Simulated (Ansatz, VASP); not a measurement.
One calculation of TaN, two programs

INCAR

```
PREC = Accurate ; ENCUT = 520
EDIFF = 1E-8 ; ISMEAR = -1
SIGMA = 0.01 ; LREAL = False
LASPH = True ; NELM = 60
ALGO = Normal ; ISIF = 2
LWAVE = False ; LCHARG = False
GGA = PS ; LEFG = True
NBANDS = 33
```

File KPOINTS:

```
Automatic mesh
0
Gamma
  6 6 9
```

Contents of POSCAR:

```
TaN
1.0
    5.2979091092      0.0000000000      0.0000000000
   -2.6489545546      4.5881238755      0.0000000000
    0.0000000000      0.0000000000      2.9680929261
Ta N
3 3
Direct
    0.3333333333      0.6666666667      0.5000000000
    0.6666666667      0.3333333333      0.5000000000
    0.0000000000      0.0000000000      0.0000000000
    0.3928500000      0.0000000000      0.0000000000
    0.6071500000      0.6071500000      0.0000000000
    0.0000000000      0.3928500000      0.0000000000
```

Input for Ansatz:

```yaml
crystal:
  lattice:
    - [5.2979091092, 0.0, 0.0]
    - [-2.6489545546, 4.5881238755, 0.0]
    - [0.0, 0.0, 2.9680929261]
  atoms:
    - { symbol: Ta, position: [0.3333333333, 0.6666666667, 0.5] }
    - { symbol: Ta, position: [0.6666666667, 0.3333333333, 0.5] }
    - { symbol: Ta, position: [0.0, 0.0, 0.0] }
    - { symbol: "N", position: [0.39285, 0.0, 0.0] }
    - { symbol: "N", position: [0.60715, 0.60715, 0.0] }
    - { symbol: "N", position: [0.0, 0.39285, 0.0] }
kpoints:
  mp_grid: { grid: [6, 6, 9] }
scf:
  occupations: { method: fermi_dirac, width: 0.01 }
hamiltonian:
  xc: pbesol
  pseudopotentials: { kind: all_electron, datasets: crystal }
output:
  forces: true
  stress: true
  eigenvalues: true
  efg: { contact_densities: true }
```

Change from the starting cell: volume scaled by 1.06, crystal datasets.

Alike in both runs: task electric field gradients; functional PBEsol; k mesh 6 × 6 × 9; occupations fermi-dirac, width 0.01 eV; no spin polarisation.

```csv
,VASP,Ansatz
version,VASP 6.6.1,Ansatz 0.2.0
potentials or method,"VASP PAW PBE potentials, release 64 (Ta_pv, N), cutoff 520 eV","all-electron PAW with datasets made for the crystal, scalar-relativistic"
```

```csv
,VASP,Ansatz,Ansatz less VASP
pressure (GPa),-19.6,-20.0,-0.47
"traceless stress, the component that is largest in VASP (GPa)",-1.76,-1.55,+0.202
rms of the force components (eV/Å),0.086,0.090,+0.0040
size of Vzz on the site where it differs most (V/Å²),153.1,86.2,-66.87
```

VASP's potentials were made for PBE, not for PBEsol. Atom by atom the forces differ by 0.004 eV/Å (rms over components). Ansatz ran all-electron here, and VASP with PAW potentials.

Neither program's run includes spin-orbit coupling.
